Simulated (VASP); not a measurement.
# Co (Cmce) in VASP: single point with r2SCAN

Aim: the single point of Co with r2SCAN.

Program: VASP 6.6.1. These are calculated values, not measurements. Logs are shortened: lines on timing, memory, paths and dates and some standing lists are left out, and cuts for length are marked.

## Step 1: The cell of the first run

Symmetry: Cmce, No. 64, orthorhombic system. The conventional cell has a = 3.776 Å, b = 6.400 Å, c = 3.781 Å, α = 90.00°, β = 90.00°, γ = 90.00°. Within 2.7 Å of Co (site symmetry m) lie 7 Co at 2.04 to 2.34 Å.

## Step 2: Single point, r2SCAN, collinear spin, ferromagnetic start

The input, POSCAR:

```
Co
1.0
    1.8880756888     -3.1999381528      0.0000000000
    1.8880756888      3.1999381528      0.0000000000
    0.0000000000      0.0000000000      3.7811743028
Co
4
Direct
    0.1525000000      0.8475000000      0.0785000000
    0.6525000000      0.3475000000      0.4215000000
    0.8475000000      0.1525000000      0.9215000000
    0.3475000000      0.6525000000      0.5785000000
```

The input, INCAR.step1:

```
SYSTEM = Co
ALGO = Normal
EDIFF = 1E-5
ENCUT = 660
GGA = PE
GGA_COMPAT = .FALSE.
ISMEAR = 0
ISPIN = 2
LASPH = .TRUE.
LCHARG = .FALSE.
LMAXMIX = 4
LREAL = .FALSE.
LWAVE = .TRUE.
MAGMOM = 3 3 3 3
NBANDS = 46
NELM = 200
PREC = Accurate
SIGMA = 0.1
```

The input, INCAR.step2:

```
SYSTEM = Co
ALGO = Normal
EDIFF = 1E-6
ENCUT = 660
GGA_COMPAT = .FALSE.
ISIF = 2
ISMEAR = 0
ISPIN = 2
ISTART = 1
LASPH = .TRUE.
LCHARG = .TRUE.
LELF = .TRUE.
LMAXMIX = 4
LMIXTAU = .TRUE.
LORBIT = 11
LREAL = .FALSE.
LVHAR = .TRUE.
LWAVE = .FALSE.
MAGMOM = 3 3 3 3
METAGGA = R2SCAN
NBANDS = 46
NELM = 200
PREC = Accurate
SIGMA = 0.1
```

The input, KPOINTS:

```
k-points
0
G
  6 6 6
  0 0 0
```

Potentials or basis: VASP PAW PBE potentials, release 64 (Co_sv).

Run with:

```
> cat potpaw_PBE.64/Co_sv/POTCAR > POTCAR
> cp INCAR.step1 INCAR
> mpirun -np 1 vasp_std > vasp.out
> cp INCAR.step2 INCAR
> mpirun -np 1 vasp_std > vasp.out
```

OUTCAR:

```text
SYSTEM = Co
   EDIFF = 1E-6
   ENCUT = 660
   ISIF = 2
   ISMEAR = 0
   ISPIN = 2
   ISTART = 1
   LASPH = .TRUE.
   LORBIT = 11
   LREAL = .FALSE.
   METAGGA = R2SCAN
   NELM = 200
   PREC = Accurate

 ion  position               nearest neighbor table
   1  0.153  0.847  0.078-   3 2.04   4 2.27   4 2.27   2 2.29   2 2.29   3 2.34   3 2.34
   2  0.653  0.347  0.422-   4 2.04   3 2.27   3 2.27   1 2.29   1 2.29   4 2.34   4 2.34
   3  0.847  0.153  0.922-   1 2.04   2 2.27   2 2.27   4 2.29   4 2.29   1 2.34   1 2.34
   4  0.347  0.653  0.578-   2 2.04   1 2.27   1 2.27   3 2.29   3 2.29   2 2.34   2 2.34

  LATTYP: Found a base centered orthorhombic cell.
 ALAT       =     3.7761513776
 B/A-ratio  =     1.6948145521
 C/A-ratio  =     1.0013301705

  Lattice vectors:

 A1 = (   1.8880756888,  -3.1999381528,   0.0000000000)
 A2 = (   1.8880756888,   3.1999381528,   0.0000000000)
 A3 = (   0.0000000000,   0.0000000000,   3.7811743028)

Analysis of symmetry for initial positions (statically):
=====================================================================
 Subroutine PRICEL returns:
 Original cell was already a primitive cell.

 Routine SETGRP: Setting up the symmetry group for a
 base centered orthorhombic supercell.

 Subroutine GETGRP returns: Found  8 space group operations
 (whereof  4 operations were pure point group operations)
 out of a pool of  8 trial point group operations.

The static configuration has the point symmetry C_2h.
 The point group associated with its full space group is D_2h.

Analysis of symmetry for dynamics (positions and initial velocities):
=====================================================================
 Subroutine PRICEL returns:
 Original cell was already a primitive cell.

 Routine SETGRP: Setting up the symmetry group for a
 base centered orthorhombic supercell.

 Subroutine GETGRP returns: Found  8 space group operations
 (whereof  4 operations were pure point group operations)
 out of a pool of  8 trial point group operations.

The dynamic configuration has the point symmetry C_2h.
 The point group associated with its full space group is D_2h.

Analysis of structural, dynamic, and magnetic symmetry:
=====================================================================
 Subroutine PRICEL returns:
 Original cell was already a primitive cell.

 Routine SETGRP: Setting up the symmetry group for a
 base centered orthorhombic supercell.

 Subroutine GETGRP returns: Found  8 space group operations
 (whereof  4 operations were pure point group operations)
 out of a pool of  8 trial point group operations.

The overall configuration has the point symmetry C_2h.
 The point group associated with its full space group is D_2h.

 Subroutine INISYM returns: Found  8 space group operations
 (whereof  4 operations are pure point group operations),
 and found     1 'primitive' translations

----------------------------------------------------------------------------------------

                                     Primitive cell

  volume of cell :      45.6896

  direct lattice vectors                    reciprocal lattice vectors
     1.888075689 -3.199938153  0.000000000     0.264819892 -0.156253020  0.000000000
     1.888075689  3.199938153  0.000000000     0.264819892  0.156253020  0.000000000
     0.000000000  0.000000000  3.781174303     0.000000000  0.000000000  0.264468104

  length of vectors
     3.715431871  3.715431871  3.781174303     0.307481026  0.307481026  0.264468104

  position of ions in fractional coordinates (direct lattice)
     0.152500000  0.847500000  0.078500000
     0.652500000  0.347500000  0.421500000
     0.847500000  0.152500000  0.921500000
     0.347500000  0.652500000  0.578500000

  ion indices of the primitive-cell ions
   primitive index   ion index
                 1           1
                 2           2
                 3           3
                 4           4

----------------------------------------------------------------------------------------

 KPOINTS: k-points

Automatic generation of k-mesh.
 Grid dimensions read from file:
 generate k-points for:    6    6    6

 Generating k-lattice:

  Cartesian coordinates                     Fractional coordinates (reciprocal lattice)
     0.044136649 -0.026042170  0.000000000     0.166666667  0.000000000  0.000000000
     0.044136649  0.026042170  0.000000000     0.000000000  0.166666667  0.000000000
     0.000000000  0.000000000  0.044078017     0.000000000  0.000000000  0.166666667

  Length of vectors
     0.051246838  0.051246838  0.044078017

  Shift w.r.t. Gamma in fractional coordinates (k-lattice)
     0.000000000  0.000000000  0.000000000

 Subroutine IBZKPT returns following result:
 ===========================================

 Found     52 irreducible k-points:

 Following reciprocal coordinates:
            Coordinates               Weight
  0.000000  0.000000  0.000000      1.000000
  0.166667  0.000000  0.000000      4.000000
  0.333333  0.000000  0.000000      4.000000
  0.500000  0.000000  0.000000      2.000000
  0.166667  0.166667  0.000000      2.000000
  0.333333  0.166667  0.000000      4.000000
[... 16 lines left out ...]
  0.333333  0.333333  0.166667      4.000000
  0.500000  0.333333  0.166667      8.000000
 [... further k-points ...]
   k-points           NKPTS =     52   k-points in BZ     NKDIM =     52   number of bands    NBANDS=     46
   number of dos      NEDOS =    301   number of ions     NIONS =      4
   total plane-waves  NPLWV =  32768
   dimension x,y,z NGX =    32 NGY =   32 NGZ =   32
   dimension x,y,z NGXF=    64 NGYF=   64 NGZF=   64
   ions per type =               4
   NGX,Y,Z   is equivalent  to a cutoff of  14.32, 14.32, 14.07 a.u.
   NGXF,Y,Z  is equivalent  to a cutoff of  28.64, 28.64, 28.14 a.u.
 SYSTEM =  Co
   PREC   = accura    normal or accurate (medium, high low for compatibility)
   ISTART =      1    job   : 0-new  1-cont  2-samecut
   ICHARG =      0    charge: 1-file 2-atom 10-const
   ISPIN  =      2    spin polarized calculation?
   LNONCOLLINEAR =      F non collinear calculations
   LSORBIT =      F    spin-orbit coupling
   LASPH  =      T    aspherical Exc in radial PAW
   ENCUT  =  660.0 eV  48.51 Ry    6.96 a.u.   7.78  7.78  7.92*2*pi/ulx,y,z
   NELM   =    200;   NELMIN=  2; NELMDL=  0     # of ELM steps
   EDIFF  = 0.1E-05   stopping-criterion for ELM
   LREAL  =      F    real-space projection
   EDIFFG = 0.1E-04   stopping-criterion for IOM
   NSW    =      0    number of steps for IOM
   IBRION =     -1    ionic relax: 0-MD 1-quasi-New 2-CG
   NFREE  =      0    steps in history (QN), initial steepest desc. (CG)
   ISIF   =      2    stress and relaxation
   ISYM   =      2    0-nonsym 1-usesym 2-fastsym
   POTIM  = 0.5000    time-step for ionic-motion
   TEBEG  =    0.0;   TEEND  =   0.0 temperature during run
   PSTRESS=    0.0 pullay stress
   NELECT =      68.0000    total number of electrons
   NUPDOWN=      -1.0000    fix difference up-down
   EMIN   =  10.00;   EMAX   =-10.00  energy-range for DOS
   EFERMI =   0.00;   METHOD = LEGACY
   ISMEAR =     0;   SIGMA  =   0.10  broadening in eV -4-tet -1-fermi 0-gaus
   EFERMI_NEDOS =   21; number of points for ismear=-14 and -15
   IALGO  =     38    algorithm
   IMIX   =      4    mixing-type and parameters
     AMIX     =   0.40;   BMIX     =  1.00
     AMIX_MAG =   1.60;   BMIX_MAG =  1.00
  volume/ion in A,a.u.               =      11.42        77.08
  Fermi-wavevector in a.u.,A,eV,Ry     =   1.869126  3.532136 47.533749  3.493632
  Thomas-Fermi vector in A             =   2.915232
   LORBIT       =     11    0 simple, 1 ext, 2 COOP (PROOUT), +10 PAW based schemes
   METAGGA = R2SCAN    functional components
   LHFCALC =     F    Hartree Fock is set to
   AEXX    =    0.0000 exact exchange contribution
   IVDW    =     0    specifies the selected vdW correction
   LEPSILON=     F    determine dielectric tensor
   LRPA    =     F    only Hartree local field effects (RPA)
 spin polarized calculation
 Gauss-broadening in eV      SIGMA  =   0.10
  energy-cutoff  :      660.00
  volume of cell :       45.69
 maximum number of plane-waves:      1774
   NGX = 15   NGY = 15   NGZ = 15

 number of electron      67.9999915 magnetization       7.3088497

 Free energy of the ion-electron system (eV)
  ---------------------------------------------------
  ext. energy  EPLUGINS =         0.00000000
  ---------------------------------------------------
  free energy    TOTEN  =       -49.97812625 eV

  energy without entropy =      -49.96084324  energy(sigma->0) =      -49.96948474

 E-fermi :  11.4112     XC(G=0): -14.5336

 val. band max:       11.4104719017   @ k =   0.5000   0.3333   0.3333
 cond. band min:      11.4274081997   @ k =   0.5000   0.3333   0.0000
 fundamental gap:      0.0169362981
 Fermi energy:        11.4111732547

 spin component 1

 k-point     1 :       0.0000    0.0000    0.0000
  band No.  band energies     occupation
      1     -89.1151      1.00000
      2     -89.0070      1.00000
      3     -88.9306      1.00000
      4     -88.9239      1.00000
      5     -51.2724      1.00000
      6     -51.1390      1.00000
[... 38 lines left out ...]
     45      22.8820      0.00000
     46      28.9324      0.00000

 k-point     2 :       0.1667    0.0000    0.0000
  band No.  band energies     occupation
      1     -89.1059      1.00000
      2     -89.0099      1.00000
      3     -88.9345      1.00000
      4     -88.9263      1.00000
      5     -51.2638      1.00000
      6     -51.1447      1.00000
[... 38 lines left out ...]
     45      24.7542      0.00000
     46      26.6752      0.00000

 k-point     3 :       0.3333    0.0000    0.0000
  band No.  band energies     occupation
      1     -89.0814      1.00000
      2     -89.0229      1.00000
      3     -88.9401      1.00000
      4     -88.9324      1.00000
      5     -51.2385      1.00000
      6     -51.1666      1.00000
[... 1018 lines left out ...]
     45      25.0142      0.00000
     46      25.2965      0.00000

 k-point    24 :       0.5000    0.3333    0.1667
  band No.  band energies     occupation
      1     -89.0411      1.00000
      2     -89.0285      1.00000
      3     -88.9880      1.00000
      4     -88.9195      1.00000
      5     -51.2000      1.00000
      6     -51.1891      1.00000
[... 38 lines left out ...]
     45      25.0124      0.00000
     46      25.5607      0.00000

 [... further k-points ...]

 spin component 2

 k-point     1 :       0.0000    0.0000    0.0000
  band No.  band energies     occupation
      1     -86.0939      1.00000
      2     -85.9704      1.00000
      3     -85.8859      1.00000
      4     -85.8791      1.00000
      5     -48.3539      1.00000
      6     -48.2074      1.00000
[... 38 lines left out ...]
     45      23.9982      0.00000
     46      29.6189      0.00000

 k-point     2 :       0.1667    0.0000    0.0000
  band No.  band energies     occupation
      1     -86.0835      1.00000
      2     -85.9737      1.00000
      3     -85.8905      1.00000
      4     -85.8817      1.00000
      5     -48.3456      1.00000
      6     -48.2143      1.00000
[... 38 lines left out ...]
     45      25.5157      0.00000
     46      27.4169      0.00000

 k-point     3 :       0.3333    0.0000    0.0000
  band No.  band energies     occupation
      1     -86.0556      1.00000
      2     -85.9887      1.00000
      3     -85.8969      1.00000
      4     -85.8884      1.00000
      5     -48.3205      1.00000
      6     -48.2414      1.00000
[... 1018 lines left out ...]
     45      25.6428      0.00000
     46      26.1525      0.00000

 k-point    24 :       0.5000    0.3333    0.1667
  band No.  band energies     occupation
      1     -86.0104      1.00000
      2     -85.9949      1.00000
      3     -85.9512      1.00000
      4     -85.8735      1.00000
      5     -48.2758      1.00000
      6     -48.2750      1.00000
[... 38 lines left out ...]
     45      25.7400      0.00000
     46      26.2080      0.00000

 [... further k-points ...]

------------------------ aborting loop because EDIFF is reached ----------------------------------------

  FORCE on cell =-STRESS in cart. coord.  units (eV):
  Direction    XX          YY          ZZ          XY          YZ          ZX
  --------------------------------------------------------------------------------------
  -------------------------------------------------------------------------------------
  Total        4.3141413     11.5506973      5.3978967      0.0000000      0.0000000      0.0000000
  in kB      151.2820055    405.0429788    189.2855565      0.0000000      0.0000000      0.0000000
  external PRESSURE =     248.5368469 kB  Pullay stress =       0.0000000 kB

 VOLUME and BASIS-vectors are now :
 -----------------------------------------------------------------------------
  energy-cutoff  :      660.00
  volume of cell :       45.69
      direct lattice vectors                 reciprocal lattice vectors
     1.888075689 -3.199938153  0.000000000     0.264819892 -0.156253020  0.000000000
     1.888075689  3.199938153  0.000000000     0.264819892  0.156253020  0.000000000
     0.000000000  0.000000000  3.781174303     0.000000000  0.000000000  0.264468104

 POSITION                                       TOTAL-FORCE (eV/Angst)
 -----------------------------------------------------------------------------------
      1.88808      2.22396      0.29682         0.000000     -0.997164      0.016964
      1.88808     -0.97598      1.59376         0.000000     -0.997164     -0.016964
      1.88808     -2.22396      3.48435         0.000000      0.997164     -0.016964
      1.88808      0.97598      2.18741         0.000000      0.997164      0.016964
 -----------------------------------------------------------------------------------
    total drift:                               -0.000000     -0.000000     -0.000000

  FREE ENERGIE OF THE ION-ELECTRON SYSTEM (eV)
  ---------------------------------------------------
  free  energy   TOTEN  =       -49.9781262498 eV

  energy  without entropy=      -49.9608432394  energy(sigma->0) =      -49.96948474

 total charge

# of ion       s       p       d       tot
------------------------------------------
    1        2.291   6.137   6.781  15.209
    2        2.291   6.137   6.781  15.209
    3        2.291   6.137   6.781  15.209
    4        2.291   6.137   6.781  15.209
--------------------------------------------------
tot          9.165  24.549  27.124  60.838

 magnetization (x)

# of ion       s       p       d       tot
------------------------------------------
    1       -0.006  -0.013   1.904   1.885
    2       -0.006  -0.013   1.904   1.885
    3       -0.006  -0.013   1.904   1.885
    4       -0.006  -0.013   1.904   1.885
--------------------------------------------------
tot         -0.023  -0.052   7.615   7.540
```

Run time: 12 min. Hardware: 1 thread of Intel Xeon Platinum 8488C (Sapphire Rapids), shared host; peak memory 0.35 GiB.

Results:

```yaml
Free_energy: -49.9781 eV
Pressure: 24.9 GPa
Largest_force: 0.997 eV/Å
Net_moment: 7.31 μB per cell
Site_moments: Co +1.89 μB
Valence_electrons_inside_the_program's_atomic_spheres: Co 15.21
```

Forces on the atoms (eV/Å):
```
Co   0.000 -0.997  0.017
Co   0.000 -0.997 -0.017
Co   0.000  0.997 -0.017
Co   0.000  0.997  0.017
```

Levels at points of the mesh, in eV from the Fermi level:
Spin up:
| k point | band 35 | band 36 | band 37 | band 38 | band 39 | band 40 | band 41 | band 42 |
| --- | --- | --- | --- | --- | --- | --- | --- | --- |
| (0.00, 0.00, 0.00) | -1.66 | -1.04 | -0.93 | 2.88 | 5.90 | 6.24 | 6.28 | 8.69 |
| (0.50, 0.00, 0.00) | -1.59 | -1.59 | -0.97 | -0.97 | 4.71 | 4.71 | 5.95 | 5.95 |
| (0.50, 0.50, 0.00) | -1.61 | -1.47 | -1.05 | -0.64 | 1.14 | 6.87 | 7.62 | 8.73 |
| (0.00, 0.00, 0.50) | -1.47 | -1.47 | -1.29 | -1.29 | 8.85 | 8.85 | 9.29 | 9.29 |
| (0.50, 0.00, 0.50) | -1.54 | -1.54 | -0.66 | -0.66 | 1.15 | 1.15 | 4.85 | 4.85 |
| (0.50, 0.50, 0.50) | -1.45 | -1.45 | -0.49 | -0.49 | 1.46 | 1.46 | 6.24 | 6.24 |
Spin down:
| k point | band 28 | band 29 | band 30 | band 31 | band 32 | band 33 |
| --- | --- | --- | --- | --- | --- | --- |
| (0.00, 0.00, 0.00) | -0.86 | -0.59 | -0.53 | -0.20 | -0.09 | 0.47 |
| (0.50, 0.00, 0.00) | -1.19 | -0.57 | -0.57 | 0.46 | 0.46 | 0.79 |
| (0.50, 0.50, 0.00) | -0.61 | -0.42 | 0.17 | 0.40 | 0.68 | 0.98 |
| (0.00, 0.00, 0.50) | -1.01 | -0.75 | -0.75 | -0.44 | -0.44 | 0.62 |
| (0.50, 0.00, 0.50) | -1.60 | -0.05 | -0.05 | 0.38 | 0.38 | 0.79 |
| (0.50, 0.50, 0.50) | -2.09 | -0.14 | -0.14 | 0.09 | 0.09 | 0.94 |

Caveat: the stress differs along the axes, from 15 to 41 GPa; the PAW data sets were made with another functional, which shifts forces and pressure a little.
